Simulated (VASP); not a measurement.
Set up this calculation in VASP 6.6.1, as the native input.

* Task: single point
* Functional: PBEsol
* Potentials or basis: VASP PAW PBE potentials, release 64 (Hg)
* Cutoff: 520 eV
* k mesh: 10 × 10 × 4
* Occupations: gaussian, width 0.05 eV
* Spin: no spin polarisation
* Dipole correction: no
* Further INCAR settings: ALGO = Normal; EDIFF = 1e-06; NBANDS = 12

The structure of Hg lies in POSCAR:

```
Hg
1.0
    3.1443716016      0.0006123069     -0.0000002152
    1.5712170763      2.7270181807      0.0000028781
    0.0084914918      1.7398225574      8.6146705231
Hg
1
Direct
    0.5000000000      0.0000000000      0.0000000000
```

This cell differs from its parent crystal: strain -0.025 along x and y, +0.000 along z.

One way to write it, as run:

INCAR

```
SYSTEM = Hg
  ALGO = Normal
  EDIFF = 1E-6
  ENCUT = 520
  GGA = PS
  ISIF = 2
  ISMEAR = 0
  LASPH = .TRUE.
  LCHARG = .TRUE.
  LELF = .TRUE.
  LREAL = .FALSE.
  LVHAR = .TRUE.
  LWAVE = .FALSE.
  NBANDS = 12
  NELM = 80
  PREC = Accurate
  SIGMA = 0.05
```

KPOINTS

```
k-points
0
G
  10 10 4
  0 0 0
```

Potentials or basis: VASP PAW PBE potentials, release 64 (Hg).

Run with:

```bash
$ cat potpaw_PBE.64/Hg/POTCAR > POTCAR
$ mpirun -np 1 vasp_std > vasp.out
```

Results of the run:

The pressure is 0.5 GPa and the band gap on the k mesh is 0.40 eV (least direct gap 0.64 eV).

Caveat: the cell differs from its parent crystal (strain -0.025 along x and y, +0.000 along z); the PAW data sets were made with another functional, which shifts forces and pressure a little; spin-orbit coupling is left out, which moves the levels of the heavy elements.

Run time: 3.5 min on 1 thread of Oxide Virtual Turin-like Processor, with other jobs on the host, peak memory 0.28 GiB.
